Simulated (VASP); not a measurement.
Input of a VASP 6.6.1 run:

Contents of INCAR:

```
  PREC = Accurate
  ENCUT = 520
  EDIFF = 1E-6
  ISMEAR = -1
  SIGMA = 0.05
  LREAL = F
  LASPH = T
  NELM = 80
  ALGO = Normal
  ISIF = 2
  LWAVE = F
  LCHARG = T
  GGA = B5
  ALDAX = 1.0
  AGGAX = 1.0
  AGGAC = 1.0
  ALDAC = 0.0
  LELF = T
  LVHAR = T
  NBANDS = 17
```

File KPOINTS:

```
regular mesh
0
Gamma
  8 8 8
```

File POSCAR:

```
SnSe
1.0
    0.0000000000      3.1089221380      3.1089221380
    3.1089221380      0.0000000000      3.1089221380
    3.1089221380      3.1089221380      0.0000000000
Sn Se
1 1
Direct
    0.0000000000      0.0000000000      0.0000000000
    0.5000000000      0.5000000000      0.5000000000
```

Potentials or basis: VASP PAW PBE potentials, release 64 (Sn_d, Se).

Run with:

```console
$ cat potpaw_PBE.64/Sn_d/POTCAR potpaw_PBE.64/Se/POTCAR > POTCAR
$ mpirun -np 1 vasp_std > vasp.out
```

(1) What does it give for the band gap on the k mesh?

(2) What does it give for the pressure?

## Answers

(1) 0.04 eV.

(2) 0.1 GPa.

Caveat: semilocal functionals underestimate gaps, and a narrow one can read as zero; the PAW data sets were made with another functional, which shifts forces and pressure a little; spin-orbit coupling is left out, which moves the levels of the heavy elements.
